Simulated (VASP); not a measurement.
# BaTiO3 (Pm) in VASP: single point with r2SCAN

Aim: the single point of BaTiO3 with r2SCAN.

Program: VASP 6.6.1. These are calculated values, not measurements. Logs are shortened: lines on timing, memory, paths and dates and some standing lists are left out, and cuts for length are marked.

### 1 The cell of the first run

It takes space group Pm (No. 6, monoclinic). Conventional cell: a = 4.053 Å, b = 3.963 Å, c = 15.160 Å, α = 90.00°, β = 90.26°, γ = 90.00°. Ba (site symmetry m) has 8 O at 2.80 to 2.98 Å and 4 Ti at 3.42 to 3.48 Å within 3.7 Å. Ba (site symmetry m) has 12 O at 2.77 to 2.98 Å and 8 Ti at 3.42 to 3.57 Å within 3.7 Å. Ba (site symmetry m) has 12 O at 2.77 to 2.98 Å and 8 Ti at 3.42 to 3.57 Å within 3.7 Å. Within 2.5 Å of Ti (site symmetry m) lie 5 O at 1.85 to 2.21 Å. Ti (site symmetry m) has 6 O at 1.85 to 2.21 Å within 2.5 Å. Within 2.5 Å of Ti (site symmetry m) lie 6 O at 1.85 to 2.21 Å. Within 2.6 Å of O (site symmetry m) lie 2 Ti at 1.99 Å. O (site symmetry m) has 2 Ti at 1.99 Å within 2.6 Å.

### 2 Single point, r2SCAN (the distance across one plane changed)

Input file POSCAR:

```
BaTiO3
1.0
    0.0000000000      2.8579801945     -2.8741509136
   -3.9633322398      0.0000000000      0.0000000000
    0.0000000000     10.7012368465     10.7377802827
Ba Ti O
3 3 9
Direct
    0.9886545831      0.0000000000      0.7376596940
    0.9908876665      0.0000000000      0.2029231417
    0.9897711248      0.0000000000      0.4702914179
    0.4758727785      0.5000000000      0.0733981284
    0.4747562368      0.5000000000      0.3407664046
    0.4736396950      0.5000000000      0.6081346808
    0.5095341607      1.0000000000      0.0644081803
    0.5084176190      1.0000000000      0.3317764565
    0.5073010773      1.0000000000      0.5991447327
    0.0197194980      0.5000000000      0.0654063401
    0.0186029563      0.5000000000      0.3327746163
    0.0174864146      0.5000000000      0.6001428925
    0.5052539899      0.5000000000      0.1953679678
    0.5041374482      0.5000000000      0.4627362440
    0.5030209065      0.5000000000      0.7301045202
```

Input file INCAR.step1:

```
SYSTEM = BaTiO3
PREC = Accurate
ENCUT = 520
ISMEAR = 0
SIGMA = 0.05
LREAL = Auto
LASPH = .TRUE.
NELM = 100
NBANDS = 73
GGA = PE
ALGO = Normal
EDIFF = 1E-4
LWAVE = .TRUE.
LCHARG = .FALSE.
```

Input file INCAR.step2:

```
SYSTEM = BaTiO3
PREC = Accurate
ENCUT = 520
EDIFF = 1E-6
ISMEAR = 0
SIGMA = 0.05
LREAL = Auto
LASPH = .TRUE.
NELM = 100
ALGO = Normal
ISIF = 2
LWAVE = .FALSE.
LCHARG = .FALSE.
METAGGA = R2SCAN
LMIXTAU = .TRUE.
NBANDS = 73
ISTART = 1
```

Input file KPOINTS:

```
Automatic mesh
0
G
  6 6 2
  0 0 0
```

Potentials or basis: VASP PAW PBE potentials, release 64 (Ba_sv, Ti_sv, O).

Run with:

```sh
$ cat potpaw_PBE.64/Ba_sv/POTCAR potpaw_PBE.64/Ti_sv/POTCAR potpaw_PBE.64/O/POTCAR > POTCAR
$ cp INCAR.step1 INCAR
$ mpirun -np 1 vasp_std > vasp.out
$ cp INCAR.step2 INCAR
$ mpirun -np 1 vasp_std > vasp.out
```

OUTCAR:

```text
SYSTEM = BaTiO3
   PREC = Accurate
   ENCUT = 520
   EDIFF = 1E-6
   ISMEAR = 0
   LREAL = Auto
   LASPH = .TRUE.
   NELM = 100
   ISIF = 2
   METAGGA = R2SCAN
   ISTART = 1

 ion  position               nearest neighbor table
   1  0.989  0.000  0.738-  15 2.80  15 2.80   9 2.86  12 2.88  12 2.88  15 2.88  15 2.88   9 2.98
                             6 3.42   6 3.42   6 3.48   6 3.48   3 4.05
   2  0.991  0.000  0.203-   8 2.77  11 2.80  11 2.80  13 2.80  13 2.80   8 2.86   7 2.86  13 2.88
                            13 2.88  10 2.88  10 2.88   7 2.98   4 3.42   4 3.42   4 3.48   4 3.48
   3  0.990  0.000  0.470-   9 2.77  12 2.80  12 2.80  14 2.80  14 2.80   9 2.86   8 2.86  14 2.88
                            14 2.88  11 2.88  11 2.88   8 2.98   5 3.42   5 3.42   6 3.48   6 3.48
   4  0.476  0.500  0.073-  13 1.85  10 1.85   7 1.99   7 1.99  10 2.21   2 3.42   2 3.42   2 3.48
                             2 3.48
   5  0.475  0.500  0.341-  14 1.85  11 1.85   8 1.99   8 1.99  11 2.21  13 2.21   3 3.42   3 3.42
                             3 3.48   3 3.48   2 3.48   2 3.48   2 3.57   2 3.57
   6  0.474  0.500  0.608-  15 1.85  12 1.85   9 1.99   9 1.99  12 2.21  14 2.21   1 3.42   1 3.42
                             1 3.48   1 3.48   3 3.48   3 3.48   3 3.57   3 3.57
   7  0.510  0.000  0.064-   4 1.99   4 1.99   2 2.86   2 2.98
   8  0.508  0.000  0.332-   5 1.99   5 1.99   2 2.77   2 2.86   3 2.86   3 2.98
   9  0.507  0.000  0.599-   6 1.99   6 1.99   3 2.77   1 2.86   3 2.86   1 2.98
  10  0.020  0.500  0.065-   4 1.85   4 2.21   2 2.88   2 2.88
  11  0.019  0.500  0.333-   5 1.85   5 2.21   2 2.80   2 2.80   3 2.88   3 2.88
  12  0.017  0.500  0.600-   6 1.85   6 2.21   3 2.80   3 2.80   1 2.88   1 2.88
  13  0.505  0.500  0.195-   4 1.85   5 2.21   2 2.80   2 2.80   2 2.88   2 2.88
  14  0.504  0.500  0.463-   5 1.85   6 2.21   3 2.80   3 2.80   3 2.88   3 2.88
  15  0.503  0.500  0.730-   6 1.85   1 2.80   1 2.80   1 2.88   1 2.88

  LATTYP: Found a simple monoclinic cell.
 ALAT       =     4.0532449058
 B/A-ratio  =     0.9778171149
 C/A-ratio  =     3.7401382766
 COS(beta)  =    -0.0045255707

  Lattice vectors:

 A1 = (   0.0000000000,   2.8579801945,  -2.8741509136)
 A2 = (  -3.9633322398,   0.0000000000,   0.0000000000)
 A3 = (   0.0000000000,  10.7012368465,  10.7377802827)

Analysis of symmetry for initial positions (statically):
=====================================================================
 Subroutine PRICEL returns:
 Original cell was already a primitive cell.

 Routine SETGRP: Setting up the symmetry group for a
 simple monoclinic supercell.

 Subroutine GETGRP returns: Found  2 space group operations
 (whereof  2 operations were pure point group operations)
 out of a pool of  4 trial point group operations.

The static configuration has the point symmetry C_1h.

Analysis of symmetry for dynamics (positions and initial velocities):
=====================================================================
 Subroutine PRICEL returns:
 Original cell was already a primitive cell.

 Routine SETGRP: Setting up the symmetry group for a
 simple monoclinic supercell.

 Subroutine GETGRP returns: Found  2 space group operations
 (whereof  2 operations were pure point group operations)
 out of a pool of  4 trial point group operations.

The dynamic configuration has the point symmetry C_1h.

 Subroutine INISYM returns: Found  2 space group operations
 (whereof  2 operations are pure point group operations),
 and found     1 'primitive' translations

----------------------------------------------------------------------------------------

                                     Primitive cell

  volume of cell :     243.5283

  direct lattice vectors                    reciprocal lattice vectors
     0.000000000  2.857980195 -2.874150914     0.000000000  0.174753391 -0.174158660
    -3.963332240  0.000000000  0.000000000    -0.252312938  0.000000000  0.000000000
     0.000000000 10.701236847 10.737780283     0.000000000  0.046775740  0.046512567

  length of vectors
     4.053244906  3.963332240 15.159696417     0.246718435  0.252312938  0.065965057

  position of ions in fractional coordinates (direct lattice)
     0.988654583  0.000000000  0.737659694
     0.990887667  0.000000000  0.202923142
     0.989771125  0.000000000  0.470291418
     0.475872778  0.500000000  0.073398128
     0.474756237  0.500000000  0.340766405
     0.473639695  0.500000000  0.608134681
[... 47 lines left out ...]
     0.000000000  0.000000000  0.000000000

 Subroutine IBZKPT returns following result:
 ===========================================

 Found     32 irreducible k-points:

 Following reciprocal coordinates:
            Coordinates               Weight
  0.000000  0.000000  0.000000      1.000000
  0.166667  0.000000  0.000000      2.000000
  0.333333  0.000000 -0.000000      2.000000
  0.500000  0.000000  0.000000      1.000000
  0.000000  0.166667  0.000000      2.000000
  0.166667  0.166667  0.000000      4.000000
[... 16 lines left out ...]
  0.333333  0.166667  0.500000      4.000000
  0.500000  0.166667  0.500000      2.000000
 [... further k-points ...]
   k-points           NKPTS =     32   k-points in BZ     NKDIM =     32   number of bands    NBANDS=     73
   number of dos      NEDOS =    301   number of ions     NIONS =     15
   total plane-waves  NPLWV = 108000
   dimension x,y,z NGX =    30 NGY =   30 NGZ =  120
   dimension x,y,z NGXF=    60 NGYF=   60 NGZF=  240
   ions per type =               3   3   9
   NGX,Y,Z   is equivalent  to a cutoff of  12.30, 12.58, 13.16 a.u.
   NGXF,Y,Z  is equivalent  to a cutoff of  24.61, 25.17, 26.32 a.u.
 SYSTEM =  BaTiO3
   PREC   = accura    normal or accurate (medium, high low for compatibility)
   ISTART =      1    job   : 0-new  1-cont  2-samecut
   ICHARG =      0    charge: 1-file 2-atom 10-const
   ISPIN  =      1    spin polarized calculation?
   LNONCOLLINEAR =      F non collinear calculations
   LSORBIT =      F    spin-orbit coupling
   LASPH  =      T    aspherical Exc in radial PAW
   ENCUT  =  520.0 eV  38.22 Ry    6.18 a.u.   7.54  7.37 28.19*2*pi/ulx,y,z
   NELM   =    100;   NELMIN=  2; NELMDL=  0     # of ELM steps
   EDIFF  = 0.1E-05   stopping-criterion for ELM
   LREAL  =      T    real-space projection
   EDIFFG = 0.1E-04   stopping-criterion for IOM
   NSW    =      0    number of steps for IOM
   IBRION =     -1    ionic relax: 0-MD 1-quasi-New 2-CG
   NFREE  =      0    steps in history (QN), initial steepest desc. (CG)
   ISIF   =      2    stress and relaxation
   ISYM   =      2    0-nonsym 1-usesym 2-fastsym
   POTIM  = 0.5000    time-step for ionic-motion
   TEBEG  =    0.0;   TEEND  =   0.0 temperature during run
   PSTRESS=    0.0 pullay stress
   NELECT =     120.0000    total number of electrons
   NUPDOWN=      -1.0000    fix difference up-down
   EMIN   =  10.00;   EMAX   =-10.00  energy-range for DOS
   EFERMI =   0.00;   METHOD = LEGACY
   ISMEAR =     0;   SIGMA  =   0.05  broadening in eV -4-tet -1-fermi 0-gaus
   EFERMI_NEDOS =   21; number of points for ismear=-14 and -15
   IALGO  =     38    algorithm
   IMIX   =      4    mixing-type and parameters
     AMIX     =   0.40;   BMIX     =  1.00
     AMIX_MAG =   1.60;   BMIX_MAG =  1.00
  volume/ion in A,a.u.               =      16.24       109.56
  Fermi-wavevector in a.u.,A,eV,Ry     =   1.293060  2.443530 22.749009  1.672005
  Thomas-Fermi vector in A             =   2.424729
   LORBIT       =      0    0 simple, 1 ext, 2 COOP (PROOUT), +10 PAW based schemes
   METAGGA = R2SCAN    functional components
   LHFCALC =     F    Hartree Fock is set to
   AEXX    =    0.0000 exact exchange contribution
   IVDW    =     0    specifies the selected vdW correction
   LEPSILON=     F    determine dielectric tensor
   LRPA    =     F    only Hartree local field effects (RPA)
 non-spin polarized calculation
 Gauss-broadening in eV      SIGMA  =   0.05
  energy-cutoff  :      520.00
  volume of cell :      243.53
 maximum number of plane-waves:      6626
   NGX = 15   NGY = 15   NGZ = 57

 number of electron     119.9999969 magnetization

 Free energy of the ion-electron system (eV)
  ---------------------------------------------------
  ext. energy  EPLUGINS =         0.00000000
  ---------------------------------------------------
  free energy    TOTEN  =      -220.60116345 eV

  energy without entropy =     -220.60042449  energy(sigma->0) =     -220.60079397

 E-fermi :   3.7362     XC(G=0): -10.1331

 val. band max:        3.6928275912   @ k =   0.5000   0.5000   0.0000
 cond. band min:       3.7795212699   @ k =   0.0000   0.0000   0.0000
 fundamental gap:      0.0866936787
 Fermi energy:         3.7361784501

 k-point     1 :       0.0000    0.0000    0.0000
  band No.  band energies     occupation
      1     -57.5211      2.00000
      2     -56.6570      2.00000
      3     -55.6308      2.00000
      4     -32.7655      2.00000
      5     -32.7408      2.00000
      6     -32.6952      2.00000
[... 1789 lines left out ...]
     71       7.2529      0.00000
     72       7.4164      0.00000

 [... further k-points ...]

 [bands above 72 left out]

------------------------ aborting loop because EDIFF is reached ----------------------------------------

  FORCE on cell =-STRESS in cart. coord.  units (eV):
  Direction    XX          YY          ZZ          XY          YZ          ZX
  --------------------------------------------------------------------------------------
  -------------------------------------------------------------------------------------
  Total       -3.3342782     -2.1831864     -2.0906817      0.0000000      0.8738285      0.0000000
  in kB      -21.9362829    -14.3632268    -13.7546362      0.0000000      5.7489351      0.0000000
  external PRESSURE =     -16.6847153 kB  Pullay stress =       0.0000000 kB

 VOLUME and BASIS-vectors are now :
 -----------------------------------------------------------------------------
  energy-cutoff  :      520.00
  volume of cell :      243.53
      direct lattice vectors                 reciprocal lattice vectors
     0.000000000  2.857980195 -2.874150914     0.000000000  0.174753391 -0.174158660
    -3.963332240  0.000000000  0.000000000    -0.252312938  0.000000000  0.000000000
     0.000000000 10.701236847 10.737780283     0.000000000  0.046775740  0.046512567

 POSITION                                       TOTAL-FORCE (eV/Angst)
 -----------------------------------------------------------------------------------
      0.00000     10.71943      5.07929         0.000000     -0.091867     -0.040111
      0.00000      5.00347     -0.66902         0.000000     -0.909480     -0.942685
      0.00000      7.86145      2.20513         0.000000     -0.551155     -0.565993
     -1.98167      2.14549     -0.57960         0.000000      0.437475      0.912245
     -1.98167      5.00347      2.29455         0.000000     -1.006717     -1.017538
     -1.98167      7.86145      5.16870         0.000000     -0.383829     -0.785329
      0.00000      2.14549     -0.77288         0.000000     -0.239019     -0.365239
      0.00000      5.00347      2.10127         0.000000      0.360570      0.378161
      0.00000      7.86145      4.97542         0.000000      0.462666      0.452540
     -1.98167      0.75629      0.64564         0.000000      0.007015     -0.433303
     -1.98167      3.61427      3.51979         0.000000      0.332150      0.402030
     -1.98167      6.47225      6.39394         0.000000      0.257484      0.679087
     -1.98167      3.53468      0.64564         0.000000      0.398460      0.519449
     -1.98167      6.39266      3.51979         0.000000      0.805140      0.763139
     -1.98167      9.25065      6.39394         0.000000      0.121107      0.043548
 -----------------------------------------------------------------------------------
    total drift:                               -0.000000     -0.017818     -0.014416

  FREE ENERGIE OF THE ION-ELECTRON SYSTEM (eV)
  ---------------------------------------------------
  free  energy   TOTEN  =      -220.6011634467 eV

  energy  without entropy=     -220.6004244933  energy(sigma->0) =     -220.60079397
```

Run time: 90 min. Hardware: 1 thread of Oxide Virtual Turin-like, shared host; peak memory 0.53 GiB.

What came out:

- Free energy: -220.6012 eV
- Pressure: -1.7 GPa
- Largest force: 1.431 eV/Å
- Band gap on the k mesh: 0.09 eV (least direct gap 0.96 eV)

Forces on the atoms (eV/Å):
```
Ba   0.000 -0.092 -0.040
Ba   0.000 -0.909 -0.943
Ba   0.000 -0.551 -0.566
Ti   0.000  0.437  0.912
Ti   0.000 -1.007 -1.018
Ti   0.000 -0.384 -0.785
O    0.000 -0.239 -0.365
O    0.000  0.361  0.378
O    0.000  0.463  0.453
O    0.000  0.007 -0.433
O    0.000  0.332  0.402
O    0.000  0.257  0.679
O    0.000  0.398  0.519
O    0.000  0.805  0.763
O    0.000  0.121  0.044
```

Caveat: the cell differs from its parent crystal (the distance across one plane changed); semilocal functionals underestimate gaps, and a narrow one can read as zero; the PAW data sets were made with another functional, which shifts forces and pressure a little; spin-orbit coupling is left out, which moves the levels of the heavy elements.
